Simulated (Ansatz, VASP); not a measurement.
**Al5As in VASP and in Ansatz**

```
Al As
1.0
     5.42824    0.00000    0.00000
    -2.71412    4.70100    0.00000
     0.00000    0.00000    7.96722
Al As
5 1
Direct
  0.00000 0.00000 0.18339
  0.00000 0.00000 0.81661
  0.50000 0.00000 0.50000
  0.00000 0.50000 0.50000
  0.50000 0.50000 0.50000
  0.00000 0.00000 0.50000
```

Alike in both runs: functional PBE; k mesh 12 × 12 × 6; occupations gaussian, width 0.1 eV; no spin polarisation.

Ansatz relaxed the structure, and its values are those at the end. VASP's run is a single point on that final structure, the one shown.

|  | VASP | Ansatz |
| --- | --- | --- |
| version | VASP 6.6.1 | Ansatz 0.2.0 |
| potentials or method | VASP PAW PBE potentials, release 64 (Al, As), cutoff 520 eV | scalar-relativistic, plane waves, PAW |
| valence electrons in the cell | 20 | 30 |

```csv
,VASP,Ansatz,Ansatz less VASP
gap on the k mesh at the Fermi level (eV),none,none,-
pressure (GPa),0.0,0.0,-0.04
rms of the force components (eV/Å),0.005,0.001,-0.0042
```

A gap of «none» marks a metal or a gap that the smearing closes. VASP's potentials hold 20 valence electrons a cell and Ansatz's 30, so a difference there can come from the potentials and not from the codes.
